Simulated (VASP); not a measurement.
The system is AgCl.

```
CELL_PARAMETERS angstrom
0.00000 2.77099 2.77099
2.77099 0.00000 2.77099
2.77099 2.77099 0.00000
ATOMIC_POSITIONS crystal
Ag 0.00000 0.00000 0.00000
Cl 0.50000 0.50000 0.50000
```

Base run:

| Item | Value |
| --- | --- |
| Program | VASP 6.6.1 |
| Functional | PBEsol |
| Potentials or basis | VASP PAW PBE potentials, release 64 (Ag, Cl) |
| Cutoff | 520 eV |
| k mesh | 8 × 8 × 8 |
| Occupations | fermi-dirac, width 0.05 eV |
| Spin | no spin polarisation |

Its results: band gap on the k mesh 0.73 eV (least direct gap 3.05 eV); pressure -2.6 GPa.

After a change of settings the same cell gave: band gap on the k mesh 0.64 eV (least direct gap 2.95 eV); pressure -5.5 GPa. Which change was it?
A. functional from PBEsol to PBE; further incar settings from ALGO = Normal; EDIFF = 1e-07; NBANDS = 16 to ALGO = Normal; EDIFF = 1e-06; NBANDS = 16
B. further incar settings from ALGO = Normal; EDIFF = 1e-07; NBANDS = 16 to ALGO = Normal; EDIFF = 1e-06; NBANDS = 16
C. functional from PBEsol to LDA; potentials or basis from VASP PAW PBE potentials, release 64 (Ag, Cl) to VASP PAW LDA potentials, release 64 (Ag, Cl)

C.

Caveats: the PAW data sets were made with another functional, which shifts forces and pressure a little (at least some runs); the cell stands under tension (at least some runs).
